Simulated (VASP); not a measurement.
Crystal: InAs.

```
CELL_PARAMETERS angstrom
0.00000 3.05459 3.05459
3.05459 0.00000 3.05459
3.05459 3.05459 0.00000
ATOMIC_POSITIONS crystal
In 0.00000 0.00000 0.00000
As 0.25000 0.25000 0.25000
```

Base run:

```yaml
Program: VASP 6.6.1
Functional: PBE
Potentials_or_basis: VASP PAW PBE potentials, release 64 (In_d, As)
Cutoff: 520 eV
k_mesh: 6 × 6 × 6
Occupations: fermi-dirac, width 0.02 eV
Spin: no spin polarisation
```

Its results: band gap on the k mesh zero (filled and empty bands touch); pressure 2.1 GPa.

Question: The run is repeated on the same cell with these changes: k mesh from 6 × 6 × 6 to 2 × 2 × 2; further incar settings from ALGO = Normal; EDIFF = 1e-07; NBANDS = 16 to ALGO = Normal; EDIFF = 1e-06; NBANDS = 16. What comes out?

Answer: Band gap on the k mesh zero (filled and empty bands touch); pressure 9.3 GPa.

Caveats: some runs use coarse meshes; semilocal functionals underestimate gaps, and a narrow one can read as zero; spin-orbit coupling is left out, which moves the levels of the heavy elements.
